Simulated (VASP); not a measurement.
# Tc (Fm-3m) in VASP: notebook

Aim: see how the results for Tc move with the level of theory and the settings. Levels: PBE+D3(BJ), RPBE, revPBE+D3(BJ), PBE+D4. Tasks: single point, relaxation of cell and atoms.

Program: VASP 6.6.1. These are calculated values, not measurements. Logs are shortened: lines on timing, memory, paths and dates and some standing lists are left out, and cuts for length are marked.

## (1) The cell of the first run

It takes space group Fm-3m (No. 225, cubic). Conventional cell: a = 3.841 Å, b = 3.841 Å, c = 3.841 Å, α = 90.00°, β = 90.00°, γ = 90.00°. Tc (site symmetry m-3m) has 12 Tc at 2.72 Å within 3.6 Å.

This isn't the form of Tc at room conditions, which is hcp.

## (2) Single point, PBE+D3(BJ)

INCAR reads:

```
SYSTEM = Tc
ALGO = Normal
EDIFF = 1E-7
ENCUT = 520
GGA = PE
ISIF = 2
ISMEAR = 1
IVDW = 12
LASPH = .True.
LCHARG = .True.
LELF = .True.
LREAL = .False.
LVHAR = .True.
LWAVE = .False.
NBANDS = 12
NELM = 100
PREC = Accurate
SIGMA = 0.2
```

KPOINTS reads:

```
k-points
0
Gamma
  13 13 13
  0 0 0
```

POSCAR reads:

```
Tc
1.0
    0.0000000000      1.9207018710      1.9207018710
    1.9207018710      0.0000000000      1.9207018710
    1.9207018710      1.9207018710      0.0000000000
Tc
1
Direct
    0.0000000000      0.0000000000      0.0000000000
```

Potentials or basis: VASP PAW PBE potentials, release 64 (Tc_pv).

Started as:

```bash
$ cat potpaw_PBE.64/Tc_pv/POTCAR > POTCAR
$ mpirun -np 1 vasp_std > vasp.out
```

OUTCAR:

```text
SYSTEM = Tc
   EDIFF = 1E-7
   ENCUT = 520
   GGA = PE
   ISIF = 2
   ISMEAR = 1
   IVDW = 12
   LASPH = .True.
   LREAL = .False.
   NELM = 100
   PREC = Accurate
 IVDW          = 12

 ion  position               nearest neighbor table
   1  0.000  0.000  0.000-

  LATTYP: Found a face centered cubic cell.
 ALAT       =     3.8414037420

  Lattice vectors:

 A1 = (   0.0000000000,   1.9207018710,   1.9207018710)
 A2 = (   1.9207018710,   0.0000000000,   1.9207018710)
 A3 = (   1.9207018710,   1.9207018710,   0.0000000000)

Analysis of symmetry for initial positions (statically):
=====================================================================
 Subroutine PRICEL returns:
 Original cell was already a primitive cell.

 Routine SETGRP: Setting up the symmetry group for a
 face centered cubic supercell.

 Subroutine GETGRP returns: Found 48 space group operations
 (whereof 48 operations were pure point group operations)
 out of a pool of 48 trial point group operations.

The static configuration has the point symmetry O_h .

Analysis of symmetry for dynamics (positions and initial velocities):
=====================================================================
 Subroutine PRICEL returns:
 Original cell was already a primitive cell.

 Routine SETGRP: Setting up the symmetry group for a
 face centered cubic supercell.

 Subroutine GETGRP returns: Found 48 space group operations
 (whereof 48 operations were pure point group operations)
 out of a pool of 48 trial point group operations.

The dynamic configuration has the point symmetry O_h .

 Subroutine INISYM returns: Found 48 space group operations
 (whereof 48 operations are pure point group operations),
 and found     1 'primitive' translations

----------------------------------------------------------------------------------------

                                     Primitive cell

  volume of cell :      14.1713

  direct lattice vectors                    reciprocal lattice vectors
     0.000000000  1.920701871  1.920701871    -0.260321504  0.260321504  0.260321504
     1.920701871  0.000000000  1.920701871     0.260321504 -0.260321504  0.260321504
     1.920701871  1.920701871  0.000000000     0.260321504  0.260321504 -0.260321504

  length of vectors
     2.716282635  2.716282635  2.716282635     0.450890071  0.450890071  0.450890071

  position of ions in fractional coordinates (direct lattice)
     0.000000000  0.000000000  0.000000000

  ion indices of the primitive-cell ions
   primitive index   ion index
                 1           1

----------------------------------------------------------------------------------------

 KPOINTS: k-points

Automatic generation of k-mesh.
 Grid dimensions read from file:
 generate k-points for:   13   13   13

 Generating k-lattice:

  Cartesian coordinates                     Fractional coordinates (reciprocal lattice)
    -0.020024731  0.020024731  0.020024731     0.076923077  0.000000000  0.000000000
     0.020024731 -0.020024731  0.020024731     0.000000000  0.076923077  0.000000000
     0.020024731  0.020024731 -0.020024731     0.000000000  0.000000000  0.076923077

  Length of vectors
     0.034683852  0.034683852  0.034683852

  Shift w.r.t. Gamma in fractional coordinates (k-lattice)
     0.000000000  0.000000000  0.000000000

 Subroutine IBZKPT returns following result:
 ===========================================

 Found     84 irreducible k-points:

 Following reciprocal coordinates:
            Coordinates               Weight
  0.000000  0.000000  0.000000      1.000000
  0.076923  0.000000  0.000000      8.000000
  0.153846  0.000000  0.000000      8.000000
  0.230769  0.000000  0.000000      8.000000
  0.307692  0.000000  0.000000      8.000000
  0.384615  0.000000  0.000000      8.000000
[... 16 lines left out ...]
  0.384615  0.153846  0.000000     24.000000
  0.461538  0.153846  0.000000     24.000000
 [... further k-points ...]
   k-points           NKPTS =     84   k-points in BZ     NKDIM =     84   number of bands    NBANDS=     12
   number of dos      NEDOS =    301   number of ions     NIONS =      1
   total plane-waves  NPLWV =   8000
   dimension x,y,z NGX =    20 NGY =   20 NGZ =   20
   dimension x,y,z NGXF=    40 NGYF=   40 NGZF=   40
   ions per type =               1
   NGX,Y,Z   is equivalent  to a cutoff of  12.24, 12.24, 12.24 a.u.
   NGXF,Y,Z  is equivalent  to a cutoff of  24.48, 24.48, 24.48 a.u.
 SYSTEM =  Tc
   PREC   = accura    normal or accurate (medium, high low for compatibility)
   ISTART =      0    job   : 0-new  1-cont  2-samecut
   ICHARG =      2    charge: 1-file 2-atom 10-const
   ISPIN  =      1    spin polarized calculation?
   LNONCOLLINEAR =      F non collinear calculations
   LSORBIT =      F    spin-orbit coupling
   LASPH  =      T    aspherical Exc in radial PAW
   ENCUT  =  520.0 eV  38.22 Ry    6.18 a.u.   5.05  5.05  5.05*2*pi/ulx,y,z
   NELM   =    100;   NELMIN=  2; NELMDL= -5     # of ELM steps
   EDIFF  = 0.1E-06   stopping-criterion for ELM
   LREAL  =      F    real-space projection
   EDIFFG = 0.1E-05   stopping-criterion for IOM
   NSW    =      0    number of steps for IOM
   IBRION =     -1    ionic relax: 0-MD 1-quasi-New 2-CG
   NFREE  =      0    steps in history (QN), initial steepest desc. (CG)
   ISIF   =      2    stress and relaxation
   ISYM   =      2    0-nonsym 1-usesym 2-fastsym
   POTIM  = 0.5000    time-step for ionic-motion
   TEBEG  =    0.0;   TEEND  =   0.0 temperature during run
   PSTRESS=    0.0 pullay stress
   NELECT =      13.0000    total number of electrons
   NUPDOWN=      -1.0000    fix difference up-down
   EMIN   =  10.00;   EMAX   =-10.00  energy-range for DOS
   EFERMI =   0.00;   METHOD = LEGACY
   ISMEAR =     1;   SIGMA  =   0.20  broadening in eV -4-tet -1-fermi 0-gaus
   EFERMI_NEDOS =   21; number of points for ismear=-14 and -15
   IALGO  =     38    algorithm
   IMIX   =      4    mixing-type and parameters
     AMIX     =   0.40;   BMIX     =  1.00
     AMIX_MAG =   1.60;   BMIX_MAG =  1.00
  volume/ion in A,a.u.               =      14.17        95.63
  Fermi-wavevector in a.u.,A,eV,Ry     =   1.590692  3.005971 34.426819  2.530300
  Thomas-Fermi vector in A             =   2.689347
   LORBIT       =      0    0 simple, 1 ext, 2 COOP (PROOUT), +10 PAW based schemes
   GGA     = PE    functional components
   LHFCALC =     F    Hartree Fock is set to
   AEXX    =    0.0000 exact exchange contribution
   IVDW    =    12    specifies the selected vdW correction
   LEPSILON=     F    determine dielectric tensor
   LRPA    =     F    only Hartree local field effects (RPA)
 non-spin polarized calculation
 Methfessel and Paxton  Order N= 1 SIGMA  =   0.20
  energy-cutoff  :      520.00
  volume of cell :       14.17
 maximum number of plane-waves:       388
   NGX = 11   NGY = 11   NGZ = 11

 number of electron      12.9999995 magnetization

 Free energy of the ion-electron system (eV)
  ---------------------------------------------------
  ext. energy  EPLUGINS =         0.00000000
  ---------------------------------------------------
  free energy    TOTEN  =       -10.26555468 eV

  energy without entropy =      -10.26307403  energy(sigma->0) =      -10.26472780

 E-fermi :  13.0026     XC(G=0): -13.8585

 val. band max:       13.0013870195   @ k =  -0.3846   0.3077   0.1538
 cond. band min:      13.0086938594   @ k =   0.4615   0.0769   0.0000
 fundamental gap:      0.0073068399
 Fermi energy:        13.0026385310

 k-point     1 :       0.0000    0.0000    0.0000
  band No.  band energies     occupation
      1     -25.3284      2.00000
      2     -25.3284      2.00000
      3     -25.3284      2.00000
      4       5.4613      2.00000
      5      11.1745      2.00000
      6      11.1745      2.00000
      7      11.1745      2.00000
      8      13.8523     -0.00000
      9      13.8523     -0.00000
     10      27.0280      0.00000
     11      32.6998      0.00000
     12      32.6998      0.00000

 k-point     2 :       0.0769    0.0000    0.0000
  band No.  band energies     occupation
      1     -25.4087      2.00000
      2     -25.3384      2.00000
      3     -25.3384      2.00000
      4       5.7163      2.00000
      5      11.0239      2.00000
      6      11.2854      2.00000
      7      11.2854      2.00000
      8      13.7730     -0.00000
      9      13.7730     -0.00000
     10      27.4908      0.00000
     11      31.6331      0.00000
     12      33.1415      0.00000

 k-point     3 :       0.1538    0.0000    0.0000
  band No.  band energies     occupation
      1     -25.6279      2.00000
      2     -25.3663      2.00000
      3     -25.3663      2.00000
      4       6.4014      2.00000
      5      10.7151      2.00000
      6      11.5259      2.00000
      7      11.5259      2.00000
      8      13.6628     -0.00003
      9      13.6628     -0.00003
     10      28.5801      0.00000
     11      29.8901      0.00000
     12      34.3958      0.00000

 k-point     4 :       0.2308    0.0000    0.0000
  band No.  band energies     occupation
      1     -25.9291      2.00000
      2     -25.4054      2.00000
      3     -25.4054      2.00000
      4       7.1983      2.00000
      5      10.6713      2.00000
      6      11.6147      2.00000
      7      11.6147      2.00000
      8      13.8682     -0.00000
      9      13.8682     -0.00000
     10      27.8654      0.00000
     11      30.0457      0.00000
     12      36.2791      0.00000

 k-point     5 :       0.3077    0.0000    0.0000
  band No.  band energies     occupation
      1     -26.2396      2.00000
      2     -25.4466      2.00000
      3     -25.4466      2.00000
      4       7.5624      2.00000
      5      11.4289      2.00000
      6      11.4289      2.00000
      7      11.4571      2.00000
      8      14.5232     -0.00000
      9      14.5232     -0.00000
     10      26.4446      0.00000
     11      29.6053      0.00000
     12      37.1304      0.00000
[... 228 lines left out ...]
      1     -25.8128      2.00000
      2     -25.4822      2.00000
      3     -25.4724      2.00000
      4       7.3855      2.00000
      5       9.7856      2.00000
      6      11.9002      2.00000
      7      12.2988      2.00001
      8      12.9487      1.43837
      9      14.4736     -0.00000
     10      30.0541      0.00000
     11      30.5937      0.00000
     12      33.5011      0.00000

 k-point    22 :       0.3077    0.1538    0.0000
  band No.  band energies     occupation
      1     -26.0680      2.00000
      2     -25.5283      2.00000
      3     -25.5221      2.00000
      4       8.0221      2.00000
      5       9.7293      2.00000
      6      11.3545      2.00000
      7      12.3609      2.00006
      8      14.0794     -0.00000
      9      14.9700     -0.00000
     10      28.5114      0.00000
     11      31.0730      0.00000
     12      33.5887      0.00000

 k-point    23 :       0.3846    0.1538    0.0000
  band No.  band energies     occupation
      1     -26.3093      2.00000
      2     -25.5856      2.00000
      3     -25.5603      2.00000
      4       8.1656      2.00000
      5      10.2358      2.00000
      6      11.0489      2.00000
      7      12.1641      2.00000
      8      15.6125     -0.00000
      9      15.6281     -0.00000
     10      26.7320      0.00000
     11      29.7698      0.00000
     12      33.0093      0.00000

 k-point    24 :       0.4615    0.1538    0.0000
  band No.  band energies     occupation
      1     -26.4822      2.00000
      2     -25.6498      2.00000
      3     -25.5711      2.00000
      4       8.0968      2.00000
      5      10.2684      2.00000
      6      11.6741      2.00000
      7      11.9125      2.00000
      8      16.0026     -0.00000
      9      17.3465      0.00000
     10      24.7509      0.00000
     11      28.6644      0.00000
     12      32.4994      0.00000

 [... further k-points ...]

------------------------ aborting loop because EDIFF is reached ----------------------------------------

 Edisp (eV)   -0.64265

 E8    (eV) :    -0.2986

  FORCE on cell =-STRESS in cart. coord.  units (eV):
  Direction    XX          YY          ZZ          XY          YZ          ZX
  --------------------------------------------------------------------------------------
  -------------------------------------------------------------------------------------
  Total      -0.06775    -0.06775    -0.06775     0.00000    -0.00000     0.00000
  in kB      -7.65957    -7.65957    -7.65957     0.00000    -0.00000     0.00000
  external pressure =       -7.66 kB  Pullay stress =        0.00 kB

 VOLUME and BASIS-vectors are now :
 -----------------------------------------------------------------------------
  energy-cutoff  :      520.00
  volume of cell :       14.17
      direct lattice vectors                 reciprocal lattice vectors
     0.000000000  1.920701871  1.920701871    -0.260321504  0.260321504  0.260321504
     1.920701871  0.000000000  1.920701871     0.260321504 -0.260321504  0.260321504
     1.920701871  1.920701871  0.000000000     0.260321504  0.260321504 -0.260321504

 POSITION                                       TOTAL-FORCE (eV/Angst)
 -----------------------------------------------------------------------------------
      0.00000      0.00000      0.00000        -0.000000     -0.000000      0.000000
 -----------------------------------------------------------------------------------
    total drift:                                0.000000     -0.000000      0.000000

  FREE ENERGIE OF THE ION-ELECTRON SYSTEM (eV)
  ---------------------------------------------------
  free  energy   TOTEN  =       -10.9082047649 eV

  energy  without entropy=      -10.9057241130  energy(sigma->0) =      -10.90737788
```

It took 20 s on 1 thread of Intel Xeon 8259CL, shared host; peak memory 0.14 GiB.

What came out:

```
Free energy                : -10.9082 eV
Pressure                   : -0.8 GPa
Band gap on the k mesh     : zero (an odd number of electrons rules out a gap without spin polarisation)
Dispersion energy per atom : -0.643 eV
```

Levels at points of the mesh, in eV from the Fermi level:
```
           k point  band 3  band 4  band 5  band 6  band 7  band 8  band 9  band 10  band 11  band 12
(0.00, 0.00, 0.00)  -38.33   -7.54   -1.83   -1.83   -1.83    0.85    0.85    14.03    19.70    19.70
```

## (3) Single point, RPBE

This run uses another cell than the first one, of 14.71 Å³/atom.

INCAR reads:

```
PREC = Accurate
ENCUT = 520
EDIFF = 1E-6
ISMEAR = 1
SIGMA = 0.2
LREAL = F
LASPH = T
NELM = 60
ALGO = Normal
ISIF = 2
LWAVE = F
LCHARG = F
GGA = RP
NBANDS = 12
```

KPOINTS reads:

```
Automatic mesh
0
Gamma
  13 13 13
```

POSCAR reads:

```
Tc
1.0
    0.0000000000      1.9448608528      1.9448608528
    1.9448608528      0.0000000000      1.9448608528
    1.9448608528      1.9448608528      0.0000000000
Tc
1
Direct
    0.0000000000      0.0000000000      0.0000000000
```

Potentials or basis: VASP PAW PBE potentials, release 64 (Tc_pv).

Started as:

```bash
$ cat potpaw_PBE.64/Tc_pv/POTCAR > POTCAR
$ mpirun -np 1 vasp_std > vasp.out
```

Run time: 16 s. Hardware: 1 thread of Intel Xeon 8259CL, shared host; peak memory 0.13 GiB.

It converged, with:

| Property | Result |
| --- | --- |
| Free energy | -9.6553 eV |
| Pressure | -0.6 GPa |
| Band gap on the k mesh | zero (an odd number of electrons rules out a gap without spin polarisation) |

Levels at points of the mesh, in eV from the Fermi level:
```
           k point  band 4  band 5  band 6  band 7  band 8  band 9  band 10  band 11
(0.00, 0.00, 0.00)   -7.35   -1.73   -1.73   -1.73    0.80    0.80    14.02    19.51
```

Caveat: the PAW data sets were made with another functional, which shifts forces and pressure a little.

[end of part 1 of 3]

The gap in the log of VASP goes by the Fermi energy; the results here count the filled bands.